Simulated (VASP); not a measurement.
# Be16CO in VASP: notebook, part 2 of 3

VASP 6.6.1. Earlier steps stand in the parts before.

## Step 3: Single point, PBE

INCAR reads:

```
ALGO     = Normal         # electronic algorithm
DIPOL    = 0.5 0.5 0.311
EDIFF    = 1E-7           # SCF threshold, eV
ENCUT    = 520            # plane-wave cutoff, eV
GGA      = PE             # functional
IDIPOL   = 3            
ISIF     = 2              # what is computed and relaxed
ISMEAR   = 0              # smearing method
LASPH    = T              # aspherical terms in the spheres
LCHARG   = F              # write CHGCAR
LDIPOL   = T            
LREAL    = Auto         
LWAVE    = F              # write WAVECAR
NBANDS   = 36             # bands
NELM     = 60             # most SCF steps
PREC     = Accurate       # precision mode
SIGMA    = 0.1            # smearing width, eV
```

KPOINTS reads:

```
k-points
0
Gamma
  6 6 1
```

POSCAR reads:

```
Be16CO
1.0
    4.5254381410      0.0000000000      0.0000000000
   -2.2627190705      3.9191443934      0.0000000000
    0.0000000000      0.0000000000     23.4761687145
Be C O
16 1 1
Direct
    0.3333333333      0.1666666667      0.1703855535
    0.3333333333      0.6666666667      0.1703855535
    0.8333333333      0.1666666667      0.1703855535
    0.8333333333      0.6666666667      0.1703855535
    0.1666666667      0.3333333333      0.2463521558
    0.1666666667      0.8333333333      0.2463521558
    0.6666666667      0.3333333333      0.2463521558
    0.6666666667      0.8333333333      0.2463521558
    0.3333333333      0.1666666667      0.3241941575
    0.3333333333      0.6666666667      0.3241941575
    0.8333333333      0.1666666667      0.3241941575
    0.8333333333      0.6666666667      0.3241941575
    0.1666666667      0.3333333333      0.4036505628
    0.1666666667      0.8333333333      0.4036505628
    0.6666666667      0.3333333333      0.4036505628
    0.6666666667      0.8333333333      0.4036505628
    0.1666666667      0.3333333333      0.5088636421
    0.3146581520      0.1853418480      0.5088636421
```

Potentials or basis: VASP PAW PBE potentials, release 64 (Be, C, O).

Run with:

```bash
> cat potpaw_PBE.64/Be/POTCAR potpaw_PBE.64/C/POTCAR potpaw_PBE.64/O/POTCAR > POTCAR
> mpirun -np 1 vasp_std > vasp.out
```

OUTCAR:

```text
EDIFF = 1E-7
   ENCUT = 520
   GGA = PE
   ISIF = 2
   ISMEAR = 0
   LASPH = T
   LREAL = Auto
   NELM = 60
   PREC = Accurate

 ion  position               nearest neighbor table
   1  0.333  0.167  0.170-   5 2.21   7 2.21   6 2.21   3 2.26   3 2.26   2 2.26   2 2.26   4 2.26
                             4 2.26
   2  0.333  0.667  0.170-   6 2.21   8 2.21   5 2.21   4 2.26   4 2.26   3 2.26   1 2.26   1 2.26
                             3 2.26
   3  0.833  0.167  0.170-   7 2.21   5 2.21   8 2.21   1 2.26   1 2.26   2 2.26   4 2.26   4 2.26
                             2 2.26
   4  0.833  0.667  0.170-   8 2.21   6 2.21   7 2.21   2 2.26   2 2.26   1 2.26   3 2.26   3 2.26
                             1 2.26
   5  0.167  0.333  0.246-   1 2.21   3 2.21   2 2.21   9 2.25  11 2.25  10 2.25   7 2.26   7 2.26
                             6 2.26   6 2.26   8 2.26   8 2.26
   6  0.167  0.833  0.246-   2 2.21   4 2.21   1 2.21  10 2.25  12 2.25   9 2.25   8 2.26   8 2.26
                             7 2.26   5 2.26   5 2.26   7 2.26
   7  0.667  0.333  0.246-   3 2.21   1 2.21   4 2.21  11 2.25   9 2.25  12 2.25   5 2.26   5 2.26
                             6 2.26   8 2.26   8 2.26   6 2.26
   8  0.667  0.833  0.246-   4 2.21   2 2.21   3 2.21  12 2.25  10 2.25  11 2.25   6 2.26   6 2.26
                             5 2.26   7 2.26   7 2.26   5 2.26
   9  0.333  0.167  0.324-   5 2.25   7 2.25   6 2.25  11 2.26  11 2.26  12 2.26  10 2.26  10 2.26
                            12 2.26  13 2.28  15 2.28  14 2.28
  10  0.333  0.667  0.324-   6 2.25   8 2.25   5 2.25  12 2.26  12 2.26   9 2.26   9 2.26  11 2.26
                            11 2.26  14 2.28  16 2.28  13 2.28
  11  0.833  0.167  0.324-   7 2.25   5 2.25   8 2.25   9 2.26   9 2.26  12 2.26  12 2.26  10 2.26
                            10 2.26  15 2.28  13 2.28  16 2.28
  12  0.833  0.667  0.324-   8 2.25   6 2.25   7 2.25  10 2.26  10 2.26  11 2.26  11 2.26   9 2.26
                             9 2.26  16 2.28  14 2.28  15 2.28
  13  0.167  0.333  0.404-  15 2.26  15 2.26  16 2.26  14 2.26  14 2.26  16 2.26   9 2.28  11 2.28
                            10 2.28
  14  0.167  0.833  0.404-  16 2.26  16 2.26  13 2.26  13 2.26  15 2.26  15 2.26  10 2.28  12 2.28
                             9 2.28
  15  0.667  0.333  0.404-  13 2.26  13 2.26  16 2.26  16 2.26  14 2.26  14 2.26  11 2.28   9 2.28
                            12 2.28
  16  0.667  0.833  0.404-  14 2.26  14 2.26  15 2.26  15 2.26  13 2.26  13 2.26  12 2.28  10 2.28
                            11 2.28
  17  0.167  0.333  0.509-  18 1.16
  18  0.315  0.185  0.509-  17 1.16

  LATTYP: Found a hexagonal cell.
 ALAT       =     4.5254381410
 C/A-ratio  =     5.1876012848

  Lattice vectors:

 A1 = (   4.5254381410,   0.0000000000,   0.0000000000)
 A2 = (  -2.2627190705,   3.9191443934,   0.0000000000)
 A3 = (   0.0000000000,   0.0000000000,  23.4761687145)

Analysis of symmetry for initial positions (statically):
=====================================================================
 Subroutine PRICEL returns:
 Original cell was already a primitive cell.

 Routine SETGRP: Setting up the symmetry group for a
 hexagonal supercell.

 Subroutine GETGRP returns: Found  2 space group operations
 (whereof  1 operations were pure point group operations)
 out of a pool of 24 trial point group operations.

The static configuration has the point symmetry C_1 .
 The point group associated with its full space group is C_1h.

Analysis of symmetry for dynamics (positions and initial velocities):
=====================================================================
 Subroutine PRICEL returns:
 Original cell was already a primitive cell.

 Routine SETGRP: Setting up the symmetry group for a
 hexagonal supercell.

 Subroutine GETGRP returns: Found  2 space group operations
 (whereof  1 operations were pure point group operations)
[... 119 lines left out ...]
   LSORBIT =      F    spin-orbit coupling
   LASPH  =      T    aspherical Exc in radial PAW
   ENCUT  =  520.0 eV  38.22 Ry    6.18 a.u.   8.41  8.41 43.65*2*pi/ulx,y,z
   NELM   =     60;   NELMIN=  2; NELMDL= -5     # of ELM steps
   EDIFF  = 0.1E-06   stopping-criterion for ELM
   LREAL  =      T    real-space projection
   EDIFFG = 0.1E-05   stopping-criterion for IOM
   NSW    =      0    number of steps for IOM
   IBRION =     -1    ionic relax: 0-MD 1-quasi-New 2-CG
   NFREE  =      0    steps in history (QN), initial steepest desc. (CG)
   ISIF   =      2    stress and relaxation
   ISYM   =      2    0-nonsym 1-usesym 2-fastsym
   POTIM  = 0.5000    time-step for ionic-motion
   TEBEG  =    0.0;   TEEND  =   0.0 temperature during run
   PSTRESS=    0.0 pullay stress
   NELECT =      42.0000    total number of electrons
   NUPDOWN=      -1.0000    fix difference up-down
   EMIN   =  10.00;   EMAX   =-10.00  energy-range for DOS
   EFERMI =   0.00;   METHOD = LEGACY
   ISMEAR =     0;   SIGMA  =   0.10  broadening in eV -4-tet -1-fermi 0-gaus
   EFERMI_NEDOS =   21; number of points for ismear=-14 and -15
   IALGO  =     38    algorithm
   IMIX   =      4    mixing-type and parameters
     AMIX     =   0.40;   BMIX     =  1.00
     AMIX_MAG =   1.60;   BMIX_MAG =  1.00
  volume/ion in A,a.u.               =      23.13       156.10
  Fermi-wavevector in a.u.,A,eV,Ry     =   0.762076  1.440115  7.901715  0.580760
  Thomas-Fermi vector in A             =   1.861457
   LORBIT       =      0    0 simple, 1 ext, 2 COOP (PROOUT), +10 PAW based schemes
   GGA     = PE    functional components
   LHFCALC =     F    Hartree Fock is set to
   AEXX    =    0.0000 exact exchange contribution
   IVDW    =     0    specifies the selected vdW correction
   LEPSILON=     F    determine dielectric tensor
   LRPA    =     F    only Hartree local field effects (RPA)
 non-spin polarized calculation
 Gauss-broadening in eV      SIGMA  =   0.10
  energy-cutoff  :      520.00
  volume of cell :      416.37
 maximum number of plane-waves:     11313
 NGX is ok and might be reduce to    36
   NGX = 17   NGY = 17   NGZ = 87

 dipolmoment           0.000000      0.000000      0.175777 electrons x Angstroem

 number of electron      41.9999997 magnetization

 dipolmoment           0.000000      0.000000     -0.035766 electrons x Angstroem

 Free energy of the ion-electron system (eV)
  ---------------------------------------------------
  ext. energy  EPLUGINS =         0.00000000
  ---------------------------------------------------
  free energy    TOTEN  =       -70.42300478 eV

  energy without entropy =      -70.37280709  energy(sigma->0) =      -70.39790593

 E-fermi :  -1.2431     XC(G=0):  -4.6725

 val. band max:       -1.2630155208   @ k =   0.3333   0.0000   0.0000
 cond. band min:      -1.2427025995   @ k =  -0.3333   0.3333   0.0000
 fundamental gap:      0.0203129213
 Fermi energy:        -1.2430828978

 k-point     1 :       0.0000    0.0000    0.0000
  band No.  band energies     occupation
      1     -25.2507      2.00000
      2     -11.2727      2.00000
      3     -10.2457      2.00000
      4      -9.9380      2.00000
      5      -8.4535      2.00000
      6      -7.7769      2.00000
[... 457 lines left out ...]
     32       4.3136      0.00000
     33       4.4624      0.00000
 [bands above 33 left out]

------------------------ aborting loop because EDIFF is reached ----------------------------------------

 vacuum level on the upper side and lower side of the slab       (xc-potential included)        -0.199         0.156

  FORCE on cell =-STRESS in cart. coord.  units (eV):
  Direction    XX          YY          ZZ          XY          YZ          ZX
  --------------------------------------------------------------------------------------
  -------------------------------------------------------------------------------------
  Total       -7.2646429     -6.7355857      3.8150183      0.4581770      0.0127887     -0.0221499
  in kB      -27.9541142    -25.9183191     14.6800687      1.7630503      0.0492107     -0.0852323
  external PRESSURE =     -13.0641215 kB  Pullay stress =       0.0000000 kB

 VOLUME and BASIS-vectors are now :
 -----------------------------------------------------------------------------
  energy-cutoff  :      520.00
  volume of cell :      416.37
      direct lattice vectors                 reciprocal lattice vectors
     4.525438141  0.000000000  0.000000000     0.220973079  0.127578867  0.000000000
    -2.262719071  3.919144393  0.000000000     0.000000000  0.255157733  0.000000000
     0.000000000  0.000000000 23.476168715     0.000000000  0.000000000  0.042596388

 POSITION                                       TOTAL-FORCE (eV/Angst)
 -----------------------------------------------------------------------------------
      1.13136      0.65319      4.00000        -0.017100      0.009873     -0.161017
     -0.00000      2.61276      4.00000        -0.000154     -0.021749     -0.214253
      3.39408      0.65319      4.00000         0.018758      0.011008     -0.214253
      2.26272      2.61276      4.00000        -0.007742      0.004470     -0.211546
      0.00000      1.30638      5.78340        -0.006265      0.003617      0.314085
     -1.13136      3.26595      5.78340         0.004915     -0.015563      0.251983
[... 10 lines left out ...]
      0.00000      1.30638     11.94617         0.682437     -0.394005      0.385749
      1.00459      0.72638     11.94617        -0.694092      0.400734      0.818593
 -----------------------------------------------------------------------------------
    total drift:                               -0.002583      0.001491      0.000828

  FREE ENERGIE OF THE ION-ELECTRON SYSTEM (eV)
  ---------------------------------------------------
  free  energy   TOTEN  =       -70.4230047751 eV

  energy  without entropy=      -70.3728070933  energy(sigma->0) =      -70.39790593

 vacuum level on the upper side and lower side of the slab         3.700         4.067
```

Wall time 12 min (1 thread of Intel Xeon Platinum 8488C (Sapphire Rapids), shared host); peak memory 0.56 GiB.

What came out:

```yaml
Free_energy: -70.4230 eV
Largest_force: 1.146 eV/Å
Band_gap_on_the_k_mesh: zero (band 21 reaches -0.66 eV, above the bottom of band 22 at -2.78 eV)
```

Forces on the atoms (eV/Å):
```
Be  -0.017  0.010 -0.161
Be   0.000 -0.022 -0.214
Be   0.019  0.011 -0.214
Be  -0.008  0.004 -0.212
Be  -0.006  0.004  0.314
Be   0.005 -0.016  0.252
Be   0.016  0.004  0.252
Be  -0.001  0.001  0.201
Be   0.049 -0.028  0.090
Be  -0.017  0.057 -0.060
Be  -0.058 -0.014 -0.060
Be   0.021 -0.012 -0.112
Be  -0.203  0.117 -0.231
Be   0.054 -0.191 -0.364
Be   0.192  0.049 -0.364
Be  -0.033  0.019 -0.321
C    0.682 -0.394  0.386
O   -0.694  0.401  0.819
```

(Continued in part 3 of 3.)
